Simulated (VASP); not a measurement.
# AlGa4P (I-4) in VASP: single point with PBEsol

Aim: the single point of AlGa4P with PBEsol.

Everything below comes from runs of VASP 6.6.1. Logs are shortened: lines on timing, memory, paths and dates and some standing lists are left out, and cuts for length are marked.

## (1) The cell of the first run

The structure is tetragonal, space group I-4 (No. 82). Conventional cell: a = 5.882 Å, b = 5.882 Å, c = 8.004 Å, α = 90.00°, β = 90.00°, γ = 90.00°. Al (site symmetry -4) has 4 Ga at 2.32 Å within 3.1 Å. Within 2.9 Å of P (site symmetry -4) lie 4 Ga at 2.21 Å. Within 2.9 Å of Ga (site symmetry 1) lie 1 P at 2.21 Å and 1 Al at 2.32 Å.

## (2) Single point, PBEsol

Contents of POSCAR:

```
AlGa4P
1.0
   -2.9409160000      2.9409160000      4.0020710000
    2.9409160000     -2.9409160000      4.0020710000
    2.9409160000      2.9409160000     -4.0020710000
Al P Ga
1 1 4
Direct
    0.0000000000      0.0000000000      0.0000000000
    0.2500000000      0.7500000000      0.5000000000
    0.3680000000      0.3899000000      0.4979000000
    0.6101000000      0.1080000000      0.9781000000
    0.8920000000      0.8701000000      0.5021000000
    0.1299000000      0.6320000000      0.0219000000
```

Contents of INCAR.step1:

```
SYSTEM = AlGa4P
ALGO = Normal
EDIFF = 1E-6
ENCUT = 520
GGA = PS
ISIF = 2
ISMEAR = -1
LASPH = .True.
LCHARG = .True.
LREAL = .False.
LWAVE = .False.
NBANDS = 39
NELM = 80
PREC = Accurate
SIGMA = 0.0159
```

Contents of KPOINTS.step1:

```
k-points
0
Gamma
  6 6 6
  0 0 0
```

Contents of INCAR.step2:

```
SYSTEM = AlGa4P
ALGO = Normal
EDIFF = 1E-6
ENCUT = 520
GGA = PS
ICHARG = 11
ISIF = 2
ISMEAR = -5
LASPH = .True.
LCHARG = .False.
LORBIT = 11
LREAL = .False.
LWAVE = .False.
NEDOS = 1001
NELM = 80
PREC = Accurate
SIGMA = 0.0159
```

Contents of KPOINTS.step2:

```
k-points
0
Gamma
  9 9 9
  0 0 0
```

Potentials or basis: VASP PAW PBE potentials, release 64 (Al, P, Ga_d).

Launch:

```sh
$ cat potpaw_PBE.64/Al/POTCAR potpaw_PBE.64/P/POTCAR potpaw_PBE.64/Ga_d/POTCAR > POTCAR
$ cp INCAR.step1 INCAR
$ cp KPOINTS.step1 KPOINTS
$ mpirun -np 1 vasp_std > vasp.out
$ cp INCAR.step2 INCAR
$ cp KPOINTS.step2 KPOINTS
$ mpirun -np 1 vasp_std > vasp.out
```

OUTCAR:

```text
SYSTEM = AlGa4P
   EDIFF = 1E-6
   ENCUT = 520
   GGA = PS
   ICHARG = 11
   ISIF = 2
   ISMEAR = -5
   LASPH = .True.
   LORBIT = 11
   LREAL = .False.
   NELM = 80
   PREC = Accurate

 ion  position               nearest neighbor table
   1  0.000  0.000  0.000-   4 2.32   3 2.32   5 2.32   6 2.32
   2  0.250  0.750  0.500-   5 2.21   6 2.21   4 2.21   3 2.21
   3  0.368  0.390  0.498-   2 2.21   1 2.32
   4  0.610  0.108  0.978-   2 2.21   1 2.32
   5  0.892  0.870  0.502-   2 2.21   1 2.32
   6  0.130  0.632  0.022-   2 2.21   1 2.32

  LATTYP: Found a body centered tetragonal cell.
 ALAT       =     5.8818320000
 C/A-ratio  =     1.3608246546

  Lattice vectors:

 A1 = (  -2.9409160000,   2.9409160000,   4.0020710000)
 A2 = (   2.9409160000,  -2.9409160000,   4.0020710000)
 A3 = (   2.9409160000,   2.9409160000,  -4.0020710000)

Analysis of symmetry for initial positions (statically):
=====================================================================
 Subroutine PRICEL returns:
 Original cell was already a primitive cell.

 Routine SETGRP: Setting up the symmetry group for a
 body centered tetragonal supercell.

 Subroutine GETGRP returns: Found  4 space group operations
 (whereof  4 operations were pure point group operations)
 out of a pool of 16 trial point group operations.

The static configuration has the point symmetry S_4 .

Analysis of symmetry for dynamics (positions and initial velocities):
=====================================================================
 Subroutine PRICEL returns:
 Original cell was already a primitive cell.

 Routine SETGRP: Setting up the symmetry group for a
 body centered tetragonal supercell.

 Subroutine GETGRP returns: Found  4 space group operations
 (whereof  4 operations were pure point group operations)
 out of a pool of 16 trial point group operations.

The dynamic configuration has the point symmetry S_4 .

 Subroutine INISYM returns: Found  4 space group operations
 (whereof  4 operations are pure point group operations),
 and found     1 'primitive' translations

----------------------------------------------------------------------------------------

                                     Primitive cell

  volume of cell :     138.4554

  direct lattice vectors                    reciprocal lattice vectors
    -2.940916000  2.940916000  4.002071000     0.000000000  0.170015057  0.124935315
     2.940916000 -2.940916000  4.002071000     0.170015057  0.000000000  0.124935315
     2.940916000  2.940916000 -4.002071000     0.170015057  0.170015057  0.000000000

  length of vectors
     5.771875443  5.771875443  5.771875443     0.210983299  0.210983299  0.240437599

  position of ions in fractional coordinates (direct lattice)
     0.000000000  0.000000000  0.000000000
     0.250000000  0.750000000  0.500000000
     0.368000000  0.389900000  0.497900000
     0.610100000  0.108000000  0.978100000
     0.892000000  0.870100000  0.502100000
     0.129900000  0.632000000  0.021900000

  ion indices of the primitive-cell ions
   primitive index   ion index
                 1           1
                 2           2
                 3           3
                 4           4
                 5           5
                 6           6

----------------------------------------------------------------------------------------

 KPOINTS: k-points

Automatic generation of k-mesh.
 Grid dimensions read from file:
 generate k-points for:    9    9    9

 Generating k-lattice:

  Cartesian coordinates                     Fractional coordinates (reciprocal lattice)
     0.000000000  0.018890562  0.013881702     0.111111111 -0.000000000  0.000000000
     0.018890562  0.000000000  0.013881702    -0.000000000  0.111111111  0.000000000
     0.018890562  0.018890562  0.000000000     0.000000000  0.000000000  0.111111111

  Length of vectors
     0.023442589  0.023442589  0.026715289

  Shift w.r.t. Gamma in fractional coordinates (k-lattice)
     0.000000000  0.000000000  0.000000000

 TETIRR: Found   1776 inequivalent tetrahedra from     4374

 Subroutine IBZKPT returns following result:
 ===========================================

 Found    105 irreducible k-points:

 Following reciprocal coordinates:
            Coordinates               Weight
  0.000000  0.000000  0.000000      1.000000
  0.111111  0.000000  0.000000      8.000000
  0.222222 -0.000000  0.000000      8.000000
  0.333333  0.000000  0.000000      8.000000
  0.444444 -0.000000  0.000000      8.000000
  0.111111  0.111111  0.000000      8.000000
[... 16 lines left out ...]
  0.444444  0.222222  0.000000      8.000000
 -0.222222 -0.444444 -0.000000      8.000000
 [... further k-points ...]
   k-points           NKPTS =    105   k-points in BZ     NKDIM =    105   number of bands    NBANDS=     36
   number of dos      NEDOS =   1001   number of ions     NIONS =      6
   total plane-waves  NPLWV = 110592
   dimension x,y,z NGX =    48 NGY =   48 NGZ =   48
   dimension x,y,z NGXF=    96 NGYF=   96 NGZF=   96
   ions per type =               1   1   4
   NGX,Y,Z   is equivalent  to a cutoff of  13.83, 13.83, 13.83 a.u.
   NGXF,Y,Z  is equivalent  to a cutoff of  27.65, 27.65, 27.65 a.u.
 SYSTEM =  AlGa4P
   PREC   = accura    normal or accurate (medium, high low for compatibility)
   ISTART =      0    job   : 0-new  1-cont  2-samecut
   ICHARG =     11    charge: 1-file 2-atom 10-const
   ISPIN  =      1    spin polarized calculation?
   LNONCOLLINEAR =      F non collinear calculations
   LSORBIT =      F    spin-orbit coupling
   LASPH  =      T    aspherical Exc in radial PAW
   ENCUT  =  520.0 eV  38.22 Ry    6.18 a.u.  10.73 10.73 10.73*2*pi/ulx,y,z
   NELM   =     80;   NELMIN=  2; NELMDL=  0     # of ELM steps
   EDIFF  = 0.1E-05   stopping-criterion for ELM
   LREAL  =      F    real-space projection
   EDIFFG = 0.1E-04   stopping-criterion for IOM
   NSW    =      0    number of steps for IOM
   IBRION =     -1    ionic relax: 0-MD 1-quasi-New 2-CG
   NFREE  =      0    steps in history (QN), initial steepest desc. (CG)
   ISIF   =      2    stress and relaxation
   ISYM   =      2    0-nonsym 1-usesym 2-fastsym
   POTIM  = 0.5000    time-step for ionic-motion
   TEBEG  =    0.0;   TEEND  =   0.0 temperature during run
   PSTRESS=    0.0 pullay stress
   NELECT =      60.0000    total number of electrons
   NUPDOWN=      -1.0000    fix difference up-down
   EMIN   =  10.00;   EMAX   =-10.00  energy-range for DOS
   EFERMI =   0.00;   METHOD = LEGACY
   ISMEAR =    -5;   SIGMA  =   0.02  broadening in eV -4-tet -1-fermi 0-gaus
   EFERMI_NEDOS =   21; number of points for ismear=-14 and -15
   IALGO  =     38    algorithm
   IMIX   =      4    mixing-type and parameters
     AMIX     =   0.40;   BMIX     =  1.00
     AMIX_MAG =   1.60;   BMIX_MAG =  1.00
  volume/ion in A,a.u.               =      23.08       155.72
  Fermi-wavevector in a.u.,A,eV,Ry     =   1.238859  2.341104 20.881838  1.534772
  Thomas-Fermi vector in A             =   2.373367
   LORBIT       =     11    0 simple, 1 ext, 2 COOP (PROOUT), +10 PAW based schemes
   GGA     = PS    functional components
   LHFCALC =     F    Hartree Fock is set to
   AEXX    =    0.0000 exact exchange contribution
   IVDW    =     0    specifies the selected vdW correction
   LEPSILON=     F    determine dielectric tensor
   LRPA    =     F    only Hartree local field effects (RPA)
 non-spin polarized calculation
 Fermi weights with tetrahedron method with Bloechl corrections
  energy-cutoff  :      520.00
  volume of cell :      138.46
 maximum number of plane-waves:      3751
 NGX is ok and might be reduce to    48

 number of electron      60.0000009 magnetization

 Free energy of the ion-electron system (eV)
  ---------------------------------------------------
  ext. energy  EPLUGINS =         0.00000000
  ---------------------------------------------------
  free energy    TOTEN  =       -19.13345607 eV

  energy without entropy =      -19.13345607  energy(sigma->0) =      -19.13345607

 E-fermi :   3.8337     XC(G=0):  -9.5843

 val. band max:        3.8580284663   @ k =  -0.2222  -0.4444  -0.1111
 cond. band min:       3.7407208968   @ k =   0.3333   0.1111   0.1111
 fundamental gap:     -0.1173075694
 Fermi energy:         3.8337257115

 k-point     1 :       0.0000    0.0000    0.0000
  band No.  band energies     occupation
      1     -11.5077      2.00000
      2     -11.2302      2.00000
      3     -11.2302      2.00000
      4     -11.2076      2.00000
      5     -11.1933      2.00000
      6     -11.1860      2.00000
[... 28 lines left out ...]
     35       6.9708      0.00000
     36       7.5336      0.00000

 k-point     2 :       0.1111    0.0000    0.0000
  band No.  band energies     occupation
      1     -11.5056      2.00000
      2     -11.2321      2.00000
      3     -11.2300      2.00000
      4     -11.2087      2.00000
      5     -11.1906      2.00000
      6     -11.1843      2.00000
[... 28 lines left out ...]
     35       7.0763      0.00000
     36       7.3327      0.00000

 k-point     3 :       0.2222   -0.0000    0.0000
  band No.  band energies     occupation
      1     -11.5001      2.00000
      2     -11.2364      2.00000
      3     -11.2298      2.00000
      4     -11.2096      2.00000
      5     -11.1858      2.00000
      6     -11.1804      2.00000
[... 28 lines left out ...]
     35       6.8598      0.00000
     36       7.6536      0.00000
[... 742 lines left out ...]
 k-point    23 :       0.4444    0.2222    0.0000
  band No.  band energies     occupation
      1     -11.4889      2.00000
      2     -11.2439      2.00000
      3     -11.2302      2.00000
      4     -11.2072      2.00000
      5     -11.1898      2.00000
      6     -11.1793      2.00000
[... 28 lines left out ...]
     35       6.8638      0.00000
     36       7.1509      0.00000

 k-point    24 :      -0.2222   -0.4444   -0.0000
  band No.  band energies     occupation
      1     -11.4889      2.00000
      2     -11.2439      2.00000
      3     -11.2289      2.00000
      4     -11.2095      2.00000
      5     -11.1906      2.00000
      6     -11.1787      2.00000
[... 28 lines left out ...]
     35       6.8408      0.00000
     36       7.2225      0.00000

 [... further k-points ...]
[... 5 lines left out ...]
  --------------------------------------------------------------------------------------
  -------------------------------------------------------------------------------------
  Total        8.9827346      8.9827346      2.6618321      0.0000025     -0.0000000      0.0000000
  in kB      103.9463228    103.9463228     30.8021629      0.0000291     -0.0000000      0.0000000
  external PRESSURE =      79.5649362 kB  Pullay stress =       0.0000000 kB

 VOLUME and BASIS-vectors are now :
 -----------------------------------------------------------------------------
  energy-cutoff  :      520.00
  volume of cell :      138.46
      direct lattice vectors                 reciprocal lattice vectors
    -2.940916000  2.940916000  4.002071000     0.000000000  0.170015057  0.124935315
     2.940916000 -2.940916000  4.002071000     0.170015057  0.000000000  0.124935315
     2.940916000  2.940916000 -4.002071000     0.170015057  0.170015057  0.000000000

 POSITION                                       TOTAL-FORCE (eV/Angst)
 -----------------------------------------------------------------------------------
      0.00000      0.00000      0.00000        -0.000000      0.000000      0.000000
      2.94092     -0.00000      2.00104        -0.000000      0.000000     -0.000000
      1.52869      1.39988      1.04054         0.222979      2.411401      0.047011
      1.39988      4.35314     -1.04054         2.411401     -0.222979     -0.047011
      1.41223      1.54104      5.04261        -0.222979     -2.411401      0.047011
      1.54104     -1.41223      2.96153        -2.411401      0.222979     -0.047011
 -----------------------------------------------------------------------------------
    total drift:                                0.000001      0.000001      0.000001

  FREE ENERGIE OF THE ION-ELECTRON SYSTEM (eV)
  ---------------------------------------------------
  free  energy   TOTEN  =       -19.1334560724 eV

  energy  without entropy=      -19.1334560724  energy(sigma->0) =      -19.13345607

 total charge

# of ion       s       p       d       tot
------------------------------------------
    1        0.481   0.409   0.000   0.890
    2        1.047   1.570   0.000   2.617
    3        1.049   0.648   9.966  11.662
    4        1.049   0.648   9.966  11.662
    5        1.049   0.648   9.966  11.662
    6        1.049   0.648   9.966  11.662
--------------------------------------------------
tot          5.723   4.569  39.865  50.157
```

Run time: 19 min. Hardware: 1 thread of Oxide Virtual Turin-like, shared host; peak memory 0.57 GiB.

Results:

```yaml
Valence_electrons_inside_the_program's_atomic_spheres: Al 0.89; P 2.62; Ga 11.66
```

Caveat: the PAW data sets were made with another functional, which shifts forces and pressure a little.
